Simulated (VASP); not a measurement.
# Mg (P6_3/mmc) in VASP: notebook, part 2 of 2

VASP 6.6.1. Earlier steps stand in the parts before.

## Step 4: Relaxation of cell and atoms, PBEsol

This run uses another cell than the first one, of 22.55 Å³/atom.

Contents of INCAR:

```
  PREC = Accurate
  ENCUT = 600
  EDIFF = 1E-6
  ISMEAR = 0
  SIGMA = 0.1
  LREAL = False
  LASPH = True
  NELM = 80
  ALGO = Fast
  ISIF = 3
  LWAVE = False
  LCHARG = False
  GGA = PS
  IBRION = 2
  NSW = 100
  EDIFFG = -0.005
```

Contents of KPOINTS:

```
regular mesh
0
Gamma
  18 18 4
```

Contents of POSCAR:

```
Mg
1.0
    3.1768261656      0.0000000000      0.0000000000
   -1.5884130828      2.7512121628      0.0000000000
    0.0000000000      0.0000000000     10.3188620100
Mg
4
Direct
    0.0000000000      0.0000000000      0.0000000000
    0.3333333300      0.6666666700      0.2500000000
    0.0000000000      0.0000000000      0.5000000000
    0.6666666700      0.3333333300      0.7500000000
```

Command:

```console
$ cat potpaw_PBE.64/Mg/POTCAR > POTCAR
$ mpirun -np 1 vasp_std > vasp.out
```

It took 74 s on 1 thread of Intel Xeon 6975P-C (Granite Rapids), shared host; peak memory 0.31 GiB.

It converged, with:

| Quantity | Value |
| --- | --- |
| Free energy | -6.8755 eV |
| Relaxed volume | 22.53 Å³/atom |
| Relaxed cell | a = 3.187 Å, b = 3.187 Å, c = 10.246 Å, α = 90.00°, β = 90.00°, γ = 120.00° |
| Space group after relaxing (to 0.1 Å) | P6_3/mmc (No. 194) |
| Energy gained by relaxing | 0.2 meV/atom |
| Ionic steps | 4 |
| Pressure after relaxing | 0.0 GPa |
| Band gap on the k mesh | zero (bands 4 and 5 overlap by 2.14 eV) |

The path:
```tsv
step	energy change (eV)	largest force (eV/Å)	pressure (GPa)	volume (Å³)
1	0.0000	0.0000	-0.01	90.19
2	-0.0004	0.0000	0.00	90.18
3	-0.0009	0.0000	0.02	90.13
4	-0.0009	0.0000	0.02	90.14
```

Final structure:
```cif
data_structure
_symmetry_space_group_name_H-M 'P 1'
_symmetry_Int_Tables_number 1
_cell_length_a 3.1872
_cell_length_b 3.1872
_cell_length_c 10.2463
_cell_angle_alpha 90.000
_cell_angle_beta 90.000
_cell_angle_gamma 120.000
_cell_volume 90.14
loop_
_atom_site_label
_atom_site_type_symbol
_atom_site_fract_x
_atom_site_fract_y
_atom_site_fract_z
_atom_site_occupancy
Mg1 Mg 0.00000 0.00000 0.00000 1
Mg2 Mg 0.33333 0.66667 0.25000 1
Mg3 Mg 0.00000 0.00000 0.50000 1
Mg4 Mg 0.66667 0.33333 0.75000 1
```

Levels at points of the mesh, in eV from the Fermi level:
| k point | band 1 | band 2 | band 3 | band 4 | band 5 | band 6 | band 7 | band 8 |
| --- | --- | --- | --- | --- | --- | --- | --- | --- |
| (0.00, 0.00, 0.00) | -7.01 | -5.59 | -5.59 | -1.67 | -1.15 | 5.23 | 5.24 | 10.95 |
| (0.50, 0.00, 0.00) | -2.20 | -2.19 | -1.11 | -1.08 | -0.53 | -0.50 | 2.79 | 2.96 |
| (0.00, 0.00, 0.50) | -6.65 | -6.65 | -3.83 | -3.83 | 1.64 | 1.64 | 9.28 | 9.28 |
| (0.50, 0.00, 0.50) | -1.92 | -1.92 | -1.80 | -1.80 | 0.69 | 0.69 | 1.15 | 1.15 |

Caveat: the PAW data sets were made with another functional, which shifts forces and pressure a little.

## Step 5: Relaxation of cell and atoms, PBEsol, target pressure -3 GPa, at which the enthalpy is minimised

This run uses another cell than the first one, of 23.23 Å³/atom.

Contents of INCAR:

```
ALGO = Fast ; EDIFF = 1E-6
EDIFFG = -0.008 ; ENCUT = 600
GGA = PS ; IBRION = 2
ISIF = 3 ; ISMEAR = 0
LASPH = True ; LCHARG = False
LREAL = False ; LWAVE = False
NELM = 100 ; NSW = 70
PREC = Accurate ; PSTRESS = -30.0
SIGMA = 0.1
```

Contents of KPOINTS:

```
k-points
0
Gamma
  18 18 4
```

Contents of POSCAR:

```
Mg
1.0
    3.2196543219      0.0000000000      0.0000000000
   -1.6098271609      2.7883024341      0.0000000000
    0.0000000000      0.0000000000     10.3489645022
Mg
4
Direct
    0.0000000000      0.0000000000      0.0000000000
    0.3333333333      0.6666666667      0.2500000000
    0.0000000000      0.0000000000      0.5000000000
    0.6666666667      0.3333333333      0.7500000000
```

Command:

```console
$ cat potpaw_PBE.64/Mg/POTCAR > POTCAR
$ mpirun -np 1 vasp_std > vasp.out
```

Run time: 1.7 min. Hardware: 1 thread of Intel Xeon 6975P-C (Granite Rapids), shared host; peak memory 0.31 GiB.

The run converged. Its results:

```yaml
Free_energy: -6.7834 eV
Relaxed_volume: 24.83 Å³/atom
Relaxed_cell: a = 3.293 Å, b = 3.293 Å, c = 10.575 Å, α = 90.00°, β = 90.00°, γ = 120.00°
Space_group_after_relaxing_to_0.1_Å: P6_3/mmc (No. 194)
Energy_change_on_relaxing_the_run_minimises_the_enthalpy: +20.7 meV/atom
Ionic_steps: 6
Pressure_after_relaxing: -3.0 GPa
Band_gap_on_the_k_mesh: zero (bands 4 and 5 overlap by 2.15 eV)
```

Step by step:
| step | energy change (eV) | largest force (eV/Å) | pressure (GPa) | volume (Å³) |
| --- | --- | --- | --- | --- |
| 1 | 0.0000 | 0.0000 | -1.05 | 92.91 |
| 2 | 0.0406 | 0.0000 | -2.28 | 96.76 |
| 3 | 0.0912 | 0.0000 | -3.08 | 99.76 |
| 4 | 0.0854 | 0.0000 | -3.01 | 99.46 |
| 5 | 0.0829 | 0.0000 | -2.97 | 99.33 |
| 6 | 0.0830 | 0.0000 | -2.97 | 99.33 |

Final structure:
```cif
data_structure
_symmetry_space_group_name_H-M 'P 1'
_symmetry_Int_Tables_number 1
_cell_length_a 3.2934
_cell_length_b 3.2934
_cell_length_c 10.5748
_cell_angle_alpha 90.000
_cell_angle_beta 90.000
_cell_angle_gamma 120.000
_cell_volume 99.33
loop_
_atom_site_label
_atom_site_type_symbol
_atom_site_fract_x
_atom_site_fract_y
_atom_site_fract_z
_atom_site_occupancy
Mg1 Mg 0.00000 0.00000 0.00000 1
Mg2 Mg 0.33333 0.66667 0.25000 1
Mg3 Mg 0.00000 0.00000 0.50000 1
Mg4 Mg 0.66667 0.33333 0.75000 1
```

Levels at points of the mesh, in eV from the Fermi level:
| k point | band 1 | band 2 | band 3 | band 4 | band 5 | band 6 | band 7 | band 8 |
| --- | --- | --- | --- | --- | --- | --- | --- | --- |
| (0.00, 0.00, 0.00) | -6.60 | -5.26 | -5.26 | -1.51 | -1.14 | 4.95 | 4.96 | 10.32 |
| (0.50, 0.00, 0.00) | -2.09 | -2.05 | -1.01 | -0.99 | -0.54 | -0.53 | 2.67 | 2.89 |
| (0.00, 0.00, 0.50) | -6.26 | -6.26 | -3.61 | -3.61 | 1.55 | 1.55 | 8.80 | 8.80 |
| (0.50, 0.00, 0.50) | -1.78 | -1.78 | -1.73 | -1.73 | 0.64 | 0.64 | 1.07 | 1.07 |

Caveat: the cell is relaxed towards a set pressure, so the run minimises the enthalpy, not the energy; the PAW data sets were made with another functional, which shifts forces and pressure a little.

## Step 6: Overview

| task | cell | k mesh | cutoff (eV) | gap on the mesh (eV) | pressure (GPa) |
| --- | --- | --- | --- | --- | --- |
| single point | a = 2.926, b = 2.926, c = 9.491 Å, angles 90.0, 90.0, 120.0°, 4 atoms | 18 × 18 × 6 | 520 | none | 15.2 |
| single point | a = 3.296, b = 3.296, c = 10.573 Å, angles 90.0, 90.0, 120.0°, 4 atoms | 18 × 18 × 4 | 520 | none | -3.0 |
| relaxation of cell and atoms | relaxed from a = 3.177, b = 3.177, c = 10.319 Å, angles 90.0, 90.0, 120.0°, 4 atoms | 18 × 18 × 4 | 600 | none | 0.0 |
| relaxation of cell and atoms | relaxed to -3 GPa from a = 3.220, b = 3.220, c = 10.349 Å, angles 90.0, 90.0, 120.0°, 4 atoms | 18 × 18 × 4 | 600 | none | -3.0 |

Alike in all rows: level PBEsol; potentials or basis VASP PAW PBE potentials, release 64 (Mg); no spin polarisation; smearing gaussian 0.1 eV.

Caveats: the PAW data sets were made with another functional, which shifts forces and pressure a little; the cell stands under pressure (at least some runs); the cell stands under tension (at least some runs); the cell is relaxed towards a set pressure, so the run minimises the enthalpy, not the energy (at least some runs).

Absolute energies hang on the potentials; compare differences alone.
